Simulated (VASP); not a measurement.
Crystal: NaWO3.

```
CELL_PARAMETERS angstrom
3.86000 0.00000 0.00000
0.00000 3.86000 0.00000
0.00000 0.00000 3.86000
ATOMIC_POSITIONS crystal
Na 0.00000 0.00000 0.00000
W 0.50000 0.50000 0.50000
O 0.50000 0.50000 0.00000
O 0.00000 0.50000 0.50000
O 0.50000 0.00000 0.50000
```

Base run:

| Quantity | Value |
| --- | --- |
| Program | VASP 6.6.1 |
| Functional | LDA |
| Potentials or basis | VASP PAW LDA potentials, release 64 (Na_pv, W_sv, O) |
| Cutoff | 600 eV |
| k mesh | 5 × 5 × 5 |
| Occupations | fermi-dirac, width 0.1 eV |
| Spin | no spin polarisation |

Its results: band gap on the k mesh zero (an odd number of electrons rules out a gap without spin polarisation); pressure -0.2 GPa.

The run is repeated on the same cell with these changes: k mesh from 5 × 5 × 5 to 4 × 4 × 4. What comes out?

Band gap on the k mesh zero (an odd number of electrons rules out a gap without spin polarisation); pressure 0.4 GPa.

Caveats: some runs use coarse meshes; spin-orbit coupling is left out, which moves the levels of the heavy elements; an odd number of electrons without spin polarisation forces a metal; a magnetic or distorted state may lie lower.
